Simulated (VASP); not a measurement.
# H (Fd-3m) in VASP: single point with LDA

Aim: the single point of H with LDA.

All numbers are computed with VASP 6.6.1; they aren't measurements. Logs are shortened: lines on timing, memory, paths and dates and some standing lists are left out, and cuts for length are marked.

## 1. The cell of the first run

The structure is cubic, space group Fd-3m (No. 227). The conventional cell has a = 2.989 Å, b = 2.989 Å, c = 2.989 Å, α = 90.00°, β = 90.00°, γ = 90.00°. Within 1.7 Å of H (site symmetry -43m) lie 4 H at 1.29 Å.

## 2. Single point, LDA

INCAR reads:

```
SYSTEM = H
PREC = Accurate ; ENCUT = 520
EDIFF = 1E-7 ; ISMEAR = -1
SIGMA = 0.13605693000000002 ; LREAL = .False.
LASPH = .True. ; NELM = 80
ALGO = Normal ; ISIF = 2
LWAVE = .False. ; LCHARG = .False.
NBANDS = 8
```

KPOINTS reads:

```
regular mesh
0
Gamma
  15 15 15
  0 0 0
```

POSCAR reads:

```
H
1.0
    0.0000000000      1.4943491087      1.4943491087
    1.4943491087      0.0000000000      1.4943491087
    1.4943491087      1.4943491087      0.0000000000
H
2
Direct
    0.0000000000      0.0000000000      0.0000000000
    0.2500000000      0.2500000000      0.2500000000
```

Potentials or basis: VASP PAW LDA potentials, release 64 (H).

Started as:

```console
cat potpaw_LDA.64/H/POTCAR > POTCAR
mpirun -np 1 vasp_std > vasp.out
```

OUTCAR:

```text
SYSTEM = H
   PREC = Accurate
   ENCUT = 520
   EDIFF = 1E-7
   ISMEAR = -1
   LREAL = .False.
   LASPH = .True.
   NELM = 80
   ISIF = 2

 ion  position               nearest neighbor table
   1  0.000  0.000  0.000-
   2  0.250  0.250  0.250-

  LATTYP: Found a face centered cubic cell.
 ALAT       =     2.9886982174

  Lattice vectors:

 A1 = (   0.0000000000,   1.4943491087,   1.4943491087)
 A2 = (   1.4943491087,   0.0000000000,   1.4943491087)
 A3 = (   1.4943491087,   1.4943491087,   0.0000000000)

Analysis of symmetry for initial positions (statically):
=====================================================================
 Subroutine PRICEL returns:
 Original cell was already a primitive cell.

 Routine SETGRP: Setting up the symmetry group for a
 face centered cubic supercell.

 Subroutine GETGRP returns: Found 48 space group operations
 (whereof 24 operations were pure point group operations)
 out of a pool of 48 trial point group operations.

The static configuration has the point symmetry T_d .
 The point group associated with its full space group is O_h .

Analysis of symmetry for dynamics (positions and initial velocities):
=====================================================================
 Subroutine PRICEL returns:
 Original cell was already a primitive cell.

 Routine SETGRP: Setting up the symmetry group for a
 face centered cubic supercell.

 Subroutine GETGRP returns: Found 48 space group operations
 (whereof 24 operations were pure point group operations)
 out of a pool of 48 trial point group operations.

The dynamic configuration has the point symmetry T_d .
 The point group associated with its full space group is O_h .

 Subroutine INISYM returns: Found 48 space group operations
 (whereof 24 operations are pure point group operations),
 and found     1 'primitive' translations

----------------------------------------------------------------------------------------

                                     Primitive cell

  volume of cell :       6.6740

  direct lattice vectors                    reciprocal lattice vectors
     0.000000000  1.494349109  1.494349109    -0.334593836  0.334593836  0.334593836
     1.494349109  0.000000000  1.494349109     0.334593836 -0.334593836  0.334593836
     1.494349109  1.494349109  0.000000000     0.334593836  0.334593836 -0.334593836
[... 84 lines left out ...]
   EDIFF  = 0.1E-06   stopping-criterion for ELM
   LREAL  =      F    real-space projection
   EDIFFG = 0.1E-05   stopping-criterion for IOM
   NSW    =      0    number of steps for IOM
   IBRION =     -1    ionic relax: 0-MD 1-quasi-New 2-CG
   NFREE  =      0    steps in history (QN), initial steepest desc. (CG)
   ISIF   =      2    stress and relaxation
   ISYM   =      2    0-nonsym 1-usesym 2-fastsym
   POTIM  = 0.5000    time-step for ionic-motion
   TEBEG  =    0.0;   TEEND  =   0.0 temperature during run
   PSTRESS=    0.0 pullay stress
   NELECT =       2.0000    total number of electrons
   NUPDOWN=      -1.0000    fix difference up-down
   EMIN   =  10.00;   EMAX   =-10.00  energy-range for DOS
   EFERMI =   0.00;   METHOD = LEGACY
   ISMEAR =    -1;   SIGMA  =   0.14  broadening in eV -4-tet -1-fermi 0-gaus
   EFERMI_NEDOS =   21; number of points for ismear=-14 and -15
   IALGO  =     38    algorithm
   IMIX   =      4    mixing-type and parameters
     AMIX     =   0.40;   BMIX     =  1.00
     AMIX_MAG =   1.60;   BMIX_MAG =  1.00
  volume/ion in A,a.u.               =       3.34        22.52
  Fermi-wavevector in a.u.,A,eV,Ry     =   1.095526  2.070244 16.329408  1.200178
  Thomas-Fermi vector in A             =   2.231851
   LORBIT       =      0    0 simple, 1 ext, 2 COOP (PROOUT), +10 PAW based schemes
   GGA     = CA    functional components
   LHFCALC =     F    Hartree Fock is set to
   AEXX    =    0.0000 exact exchange contribution
   IVDW    =     0    specifies the selected vdW correction
   LEPSILON=     F    determine dielectric tensor
   LRPA    =     F    only Hartree local field effects (RPA)
 non-spin polarized calculation
  energy-cutoff  :      520.00
  volume of cell :        6.67
 maximum number of plane-waves:       190
   NGX =  7   NGY =  7   NGZ =  7

 number of electron       1.9999999 magnetization

 Free energy of the ion-electron system (eV)
  ---------------------------------------------------
  ext. energy  EPLUGINS =         0.00000000
  ---------------------------------------------------
  free energy    TOTEN  =        -5.76215124 eV

  energy without entropy =       -5.75736374  energy(sigma->0) =       -5.75975749

 E-fermi :   2.1660     XC(G=0): -10.5513

 val. band max:        2.0619596999   @ k =  -0.3333   0.4667   0.1333
 cond. band min:       2.3804549247   @ k =  -0.4000   0.4667   0.0667
 fundamental gap:      0.3184952247
 Fermi energy:         2.1659611442

 k-point     1 :       0.0000    0.0000    0.0000
  band No.  band energies     occupation
      1     -13.4199      2.00000
      2      24.5012      0.00000
      3      33.0757      0.00000
      4      39.7654      0.00000
      5      39.7654      0.00000
      6      39.7654      0.00000
      7      40.4603      0.00000
      8      40.4603      0.00000
[... 243 lines left out ...]
 k-point    24 :       0.2000    0.1333    0.0000
  band No.  band energies     occupation
      1     -11.5199      2.00000
      2      19.2626      0.00000
      3      25.6731      0.00000
      4      31.0582      0.00000
      5      32.8154      0.00000
      6      38.7574      0.00000
      7      44.3296      0.00000
      8      48.9373      0.00000

 [... further k-points ...]

------------------------ aborting loop because EDIFF is reached ----------------------------------------

  FORCE on cell =-STRESS in cart. coord.  units (eV):
  Direction    XX          YY          ZZ          XY          YZ          ZX
  --------------------------------------------------------------------------------------
  -------------------------------------------------------------------------------------
  Total       -0.0049190     -0.0049190     -0.0049190      0.0000000     -0.0000000      0.0000000
  in kB       -1.1808715     -1.1808715     -1.1808715      0.0000000     -0.0000000      0.0000000
  external PRESSURE =      -1.1808715 kB  Pullay stress =       0.0000000 kB

 VOLUME and BASIS-vectors are now :
 -----------------------------------------------------------------------------
  energy-cutoff  :      520.00
  volume of cell :        6.67
      direct lattice vectors                 reciprocal lattice vectors
     0.000000000  1.494349109  1.494349109    -0.334593836  0.334593836  0.334593836
     1.494349109  0.000000000  1.494349109     0.334593836 -0.334593836  0.334593836
     1.494349109  1.494349109  0.000000000     0.334593836  0.334593836 -0.334593836

 POSITION                                       TOTAL-FORCE (eV/Angst)
 -----------------------------------------------------------------------------------
      0.00000      0.00000      0.00000        -0.000000     -0.000000     -0.000000
      0.74717      0.74717      0.74717         0.000000      0.000000      0.000000
 -----------------------------------------------------------------------------------
    total drift:                                0.000000      0.000000      0.000000

  FREE ENERGIE OF THE ION-ELECTRON SYSTEM (eV)
  ---------------------------------------------------
  free  energy   TOTEN  =        -5.7621512436 eV

  energy  without entropy=       -5.7573637407  energy(sigma->0) =       -5.75975749
```

OSZICAR:

```text
N       E                     dE             d eps       ncg     rms          rms(c)
DAV:   1    -0.561583760244E+01   -0.56158E+01   -0.64016E+02  2216   0.181E+02
DAV:   2    -0.578065264092E+01   -0.16482E+00   -0.16463E+00  2664   0.748E+00
DAV:   3    -0.578076614593E+01   -0.11351E-03   -0.11350E-03  2176   0.192E-01
DAV:   4    -0.578076614888E+01   -0.29486E-08   -0.29975E-08  2912   0.941E-04
DAV:   5    -0.578076614892E+01   -0.38106E-10   -0.50321E-13  2184   0.164E-06    0.136E+00
DAV:   6    -0.576829847394E+01    0.12468E-01   -0.17030E-03  2248   0.179E-01    0.826E-01
DAV:   7    -0.576213016675E+01    0.61683E-02   -0.37573E-03  2128   0.287E-01    0.316E-02
DAV:   8    -0.576215012172E+01   -0.19955E-04   -0.14523E-05  2432   0.232E-02    0.923E-03
DAV:   9    -0.576215124017E+01   -0.11184E-05   -0.53662E-07  2464   0.366E-03    0.439E-04
DAV:  10    -0.576215124360E+01   -0.34298E-08   -0.83197E-10  1392   0.221E-04
   1 F= -.57621512E+01 E0= -.57597575E+01  d E =-.478750E-02
```

stdout:

```text
POSCAR found type information on POSCAR H
 POSCAR found :  1 types and       2 ions
 scaLAPACK will be used
 LDA part: xc-table for (Slater(with rela. corr.)+CA(PZ))
 , standard interpolation
 POSCAR, INCAR and KPOINTS ok, starting setup
 FFT: planning ... GRIDC
 FFT: planning ... GRID_SOFT
 FFT: planning ... GRID
 WAVECAR not read
 entering main loop
```

It took 1.8 s on 1 thread of Intel Xeon 6975P-C (Granite Rapids), shared host; peak memory 0.1 GiB.

What came out:

| Item | Value |
| --- | --- |
| Free energy | -5.7622 eV |
| Pressure | -0.1 GPa |
| Band gap on the k mesh | zero (band 1 reaches 2.06 eV, above the bottom of band 2 at 1.95 eV) |

Levels at points of the mesh, in eV from the Fermi level:
| k point | band 1 | band 2 | band 3 | band 4 |
| --- | --- | --- | --- | --- |
| (0.00, 0.00, 0.00) | -15.59 | 22.34 | 30.91 | 37.60 |
